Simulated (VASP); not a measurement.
Here is a VASP 6.6.1 calculation.

Contents of INCAR:

```
SYSTEM = C
PREC = Accurate
ENCUT = 520
EDIFF = 1E-7
ISMEAR = 0
SIGMA = 0.01
LREAL = .FALSE.
LASPH = .TRUE.
NELM = 60
ALGO = Normal
ISIF = 2
LWAVE = .FALSE.
LCHARG = .FALSE.
GGA = PS
NBANDS = 11
```

File KPOINTS:

```
regular mesh
0
G
  12 12 12
  0 0 0
```

Contents of POSCAR:

```
C
1.0
    1.7717161758      1.7717161758      0.0000000000
   -1.7717161758      1.7717161758      0.0000000000
    0.0000000000      1.7717161758      1.7717161758
C
2
Direct
    0.5000000000      0.5000000000      0.0000000000
    0.7500000000      0.2500000000      0.5000000000
```

Potentials or basis: VASP PAW PBE potentials, release 64 (C).

The run is started by

```bash
$ cat potpaw_PBE.64/C/POTCAR > POTCAR
$ mpirun -np 1 vasp_std > vasp.out
```

**Question.** Predict the band gap on the k mesh.

**Answer.** 4.08 eV, indirect (least direct gap 5.59 eV).

**Question.** Estimate the pressure.

**Answer.** 5.2 GPa.

Caveat: the PAW data sets were made with another functional, which shifts forces and pressure a little. A k mesh can miss the band edges.
